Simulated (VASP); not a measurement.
**As: relaxation of cell and atoms with PBE**

As:

```
As
1.0
     0.00000    2.87445    2.87445
     2.87445    0.00000    2.87445
     2.87445    2.87445    0.00000
As
2
Direct
  0.87500 0.87500 0.87500
  0.12500 0.12500 0.12500
```

```
Program                : VASP 6.6.1
Task                   : relaxation of cell and atoms
Functional             : PBE
Potentials or basis    : VASP PAW PBE potentials, release 64 (As)
Cutoff                 : 600 eV
k mesh                 : 12 × 12 × 12
Occupations            : fermi-dirac, width 0.05 eV
Spin                   : no spin polarisation
Dipole correction      : no
Further INCAR settings : ALGO = Normal; EDIFF = 1e-07; IBRION = 2; EDIFFG = -0.005; NSW = 60; ISIF = 3
```

| Property | Result |
| --- | --- |
| Relaxed volume | 28.53 Å³/atom |
| Relaxed cell | a = 4.322 Å, b = 4.322 Å, c = 4.322 Å, α = 60.00°, β = 60.00°, γ = 60.00° |
| Space group after relaxing (to 0.05 Å) | Fd-3m (No. 227) |
| Energy gained by relaxing | 152.9 meV/atom |
| Ionic steps | 5 |
| Pressure after relaxing | 0.0 GPa |
| Band gap on the k mesh | zero (band 5 reaches 3.94 eV, above the bottom of band 6 at 2.31 eV) |

The path:
```tsv
step	energy change (eV)	largest force (eV/Å)	pressure (GPa)	volume (Å³)
1	0.0000	0.0000	12.03	47.50
2	-0.2732	0.0000	-2.63	60.84
3	-0.3057	0.0000	0.13	56.91
4	-0.3058	0.0000	-0.03	57.11
5	-0.3058	0.0000	0.00	57.07
```

Final structure:
```cif
data_structure
_symmetry_space_group_name_H-M 'P 1'
_symmetry_Int_Tables_number 1
_cell_length_a 4.3215
_cell_length_b 4.3215
_cell_length_c 4.3215
_cell_angle_alpha 60.000
_cell_angle_beta 60.000
_cell_angle_gamma 60.000
_cell_volume 57.07
loop_
_atom_site_label
_atom_site_type_symbol
_atom_site_fract_x
_atom_site_fract_y
_atom_site_fract_z
_atom_site_occupancy
As1 As 0.87500 0.87500 0.87500 1
As2 As 0.12500 0.12500 0.12500 1
```

Levels at points of the mesh, in eV from the Fermi level:
| k point | band 1 | band 2 | band 3 | band 4 | band 5 | band 6 | band 7 | band 8 | band 9 |
| --- | --- | --- | --- | --- | --- | --- | --- | --- | --- |
| (0.00, 0.00, 0.00) | -13.60 | -5.98 | -2.03 | -2.03 | -2.03 | 0.70 | 0.70 | 0.70 | 4.90 |
| (0.50, 0.00, 0.00) | -12.26 | -9.40 | -2.95 | -2.95 | -2.62 | 1.92 | 1.92 | 4.81 | 7.09 |
| (0.50, 0.50, 0.00) | -10.90 | -10.90 | -4.00 | -4.00 | -0.57 | -0.57 | 5.04 | 5.04 | 7.52 |

Run time: 73 s on 1 thread of Intel Xeon 6975P-C, on a shared host, peak memory 0.2 GiB.

Caveat: the volume moved by over 15 % at a fixed basis, so the end points are rough.
